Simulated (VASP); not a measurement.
Here is a VASP 6.6.1 calculation.

Contents of INCAR:

```
SYSTEM = Si4Ge
PREC = Accurate
ENCUT = 500
EDIFF = 1E-6
ISMEAR = 0
SIGMA = 0.2
LREAL = .False.
LASPH = .True.
NELM = 120
ALGO = Normal
ISIF = 2
LWAVE = .False.
LCHARG = .False.
GGA = PE
NBANDS = 41
GGA_COMPAT = .False.
```

Contents of KPOINTS:

```
regular mesh
0
Gamma
  3 3 3
  0 0 0
```

POSCAR

```
Si4Ge
1.0
    0.0000000000      4.6744364280      4.6744364280
    4.6744364280      0.0000000000      4.6744364280
    4.6744364280      4.6744364280      0.0000000000
Si Ge
8 2
Direct
    0.7547959945      0.2452040055      0.2452040055
    0.2452040055      0.7547959945      0.7547959945
    0.2452040055      0.7547959945      0.2452040055
    0.7547959945      0.2452040055      0.7547959945
    0.2452040055      0.2452040055      0.7547959945
    0.7547959945      0.7547959945      0.2452040055
    0.0000000000      0.0000000000      0.0000000000
    0.7500000000      0.7500000000      0.7500000000
    0.5000000000      0.5000000000      0.5000000000
    0.2500000000      0.2500000000      0.2500000000
```

Potentials or basis: VASP PAW PBE potentials, release 64 (Si, Ge_d).

Command:

```sh
$ cat potpaw_PBE.64/Si/POTCAR potpaw_PBE.64/Ge_d/POTCAR > POTCAR
$ mpirun -np 1 vasp_std > vasp.out
```

**Question.** Predict the band gap on the k mesh.

**Answer.** Zero (bands 30 and 31 overlap by 1.85 eV).

**Question.** What does it give for the largest force?

**Answer.** 0.031 eV/Å.

**Question.** Predict the pressure.

**Answer.** 0.1 GPa.

Forces on the atoms (eV/Å):
```
Si  -0.031  0.000  0.000
Si   0.031  0.000  0.000
Si   0.000 -0.031  0.000
Si   0.000  0.031  0.000
Si   0.000  0.000 -0.031
Si   0.000  0.000  0.031
Si   0.000  0.000  0.000
Si   0.000  0.000  0.000
Ge   0.000  0.000  0.000
Ge   0.000  0.000  0.000
```

Caveat: the k points lie up to 0.39 Å⁻¹ apart, too coarse for converged energies and pressures of a metal.
